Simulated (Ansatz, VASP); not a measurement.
## I: VASP beside Ansatz

The input INCAR:

```
PREC     = Accurate       # precision mode
ENCUT    = 520            # plane-wave cutoff, eV
EDIFF    = 1E-6           # SCF threshold, eV
ISMEAR   = -1             # smearing method
SIGMA    = 0.05           # smearing width, eV
LREAL    = False          # projectors in reciprocal space
LASPH    = True           # aspherical terms in the spheres
NELM     = 150            # most SCF steps
ALGO     = Normal         # electronic algorithm
ISIF     = 2              # what is computed and relaxed
LWAVE    = False          # write WAVECAR
LCHARG   = False          # write CHGCAR
MAGMOM   = 0 0 0          # initial moments
LORBIT   = 11             # projections on sites
LSORBIT  = True           # spin-orbit coupling
GGA_COMPAT= False        
LORBMOM  = True         
GGA      = CA             # functional
NBANDS   = 18             # bands
```

KPOINTS

```
regular mesh
0
Gamma
  7 7 7
```

File POSCAR:

```
I
1.0
    0.0000000000      2.3656004428      3.9098401324
    2.1922454667      0.0000000000      3.9098401324
    2.1922454667      2.3656004428      0.0000000000
I
1
Direct
    0.0000000000      0.0000000000      0.0000000000
```

Contents of input.yaml:

```yaml
crystal:
  lattice:
    - [0.0, 2.3656004428, 3.9098401324]
    - [2.1922454667, 0.0, 3.9098401324]
    - [2.1922454667, 2.3656004428, 0.0]
  atoms:
    - { symbol: I, position: [0.0, 0.0, 0.0] }
hamiltonian:
  xc: lda
  pseudopotentials: { kind: paw_fr }
magnetization:
  noncollinear: true
  spin_orbit: true
kpoints:
  mp_grid: { grid: [7, 7, 7] }
  band_path:
    path:
      - [[0.0, 0.0, 0.0], [0.5, 0.0, 0.5], [0.5, 0.1138942365, 0.6138942365], [0.0504161431, 0.5, 0.5504161431], [0.0, 0.5, 0.5], [0.0, 0.0, 0.0], [0.5, 0.5, 0.0], [0.9495838569, 0.5, 0.4495838569], [0.8622775204, 0.3622775204, 0.5], [0.5, 0.1138942365, 0.6138942365]]
      - [[0.5, 0.8861057635, 0.3861057635], [0.5, 0.5, 0.0]]
      - [[0.0, 0.5, 0.5], [0.1377224796, 0.6377224796, 0.5]]
      - [[0.8622775204, 0.3622775204, 0.5], [0.5, 0.0, 0.5]]
      - [[0.5, 0.5, 0.5], [0.0, 0.0, 0.0]]
    npoints: 14
scf:
  occupations: { method: fermi_dirac, width: 0.05 }
  n_extra_bands: 6
output:
  forces: true
  stress: true
  eigenvalues: true
  fatbands: false
```

Alike in both runs: functional LDA; k mesh 7 × 7 × 7; occupations fermi-dirac, width 0.05 eV; non-collinear spin, spin-orbit coupling.

|  | VASP | Ansatz |
| --- | --- | --- |
| version | VASP 6.6.1 | Ansatz 0.2.0 |
| potentials or method | VASP PAW LDA potentials, release 64 (I) | Ansatz PAW |
| plane-wave cutoff (eV) | 520 | 420 |
| valence electrons in the cell | 7 | 17 |
| task | single point | band structure |

VASP gave:

| Quantity | Value |
| --- | --- |
| pressure (GPa) | -1.7 |
| traceless stress, the component that is largest in VASP (GPa) | 0.57 |

Problem. Which values does Ansatz return?

Solution. Pressure (GPa): -1.7; traceless stress, the component that is largest in VASP (GPa): 0.53.

LDA's correlation is that of Perdew and Zunger in VASP and of Perdew and Wang (1992) in Ansatz. VASP's potentials hold 7 valence electrons a cell and Ansatz's 17, so a difference there can come from the potentials and not from the codes.
